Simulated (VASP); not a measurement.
Wanted: the native input for a VASP 6.6.1 run.

| Property | Result |
| --- | --- |
| Task | relaxation of cell and atoms |
| Functional | BLYP |
| Potentials or basis | VASP PAW PBE potentials, release 64 (Ce) |
| Cutoff | 600 eV |
| k mesh | 11 × 11 × 11 |
| Occupations | fermi-dirac, width 0.1 eV |
| Spin | no spin polarisation |
| Dipole correction | no |
| Further INCAR settings | ALGO = Normal; EDIFF = 1e-07; IBRION = 2; EDIFFG = -0.01; NSW = 80; ISIF = 3 |

The structure of Ce lies in POSCAR:

```
Ce
1.0
    0.0000000000      2.5806000000      2.5806000000
    2.5806000000      0.0000000000      2.5806000000
    2.5806000000      2.5806000000      0.0000000000
Ce
1
Direct
    0.0000000000      0.0000000000      0.0000000000
```

The input as run:

INCAR

```
SYSTEM = Ce
PREC     = Accurate       ! precision mode
ENCUT    = 600            ! plane-wave cutoff, eV
EDIFF    = 1E-7           ! SCF threshold, eV
ISMEAR   = -1             ! smearing method
SIGMA    = 0.1            ! smearing width, eV
LREAL    = .FALSE.        ! projectors in reciprocal space
LASPH    = .TRUE.         ! aspherical terms in the spheres
NELM     = 100            ! most SCF steps
ALGO     = Normal         ! electronic algorithm
ISIF     = 3              ! what is computed and relaxed
LWAVE    = .FALSE.        ! write WAVECAR
LCHARG   = .FALSE.        ! write CHGCAR
GGA      = B5             ! functional
ALDAX    = 1.0          
AGGAX    = 1.0          
AGGAC    = 1.0          
ALDAC    = 0.0          
IBRION   = 2              ! ionic algorithm
NSW      = 80             ! ionic steps
EDIFFG   = -0.01          ! ionic threshold
```

KPOINTS

```
regular mesh
0
G
  11 11 11
  0 0 0
```

Potentials or basis: VASP PAW PBE potentials, release 64 (Ce).

Run with:

```sh
$ cat potpaw_PBE.64/Ce/POTCAR > POTCAR
$ mpirun -np 1 vasp_std > vasp.out
```

Results of the run:

```yaml
Relaxed_volume: 30.45 Å³/atom
Relaxed_cell: a = 3.505 Å, b = 3.505 Å, c = 3.505 Å, α = 60.00°, β = 60.00°, γ = 60.00°
Space_group_after_relaxing_to_0.1_Å: Fm-3m (No. 225)
Energy_gained_by_relaxing: 38.5 meV/atom
Ionic_steps: 3
Pressure_after_relaxing: 0.0 GPa
Band_gap_on_the_k_mesh: zero (bands 6 and 7 overlap by 0.43 eV)
```

Caveat: the PAW data sets were made with another functional, which shifts forces and pressure a little; spin-orbit coupling is left out, which moves the levels of the heavy elements; semilocal functionals describe open f shells poorly, which spoils levels, moments and volumes.

Run time: 8.1 min on 1 thread of Intel Xeon 8259CL (shared host), peak memory 0.21 GiB.
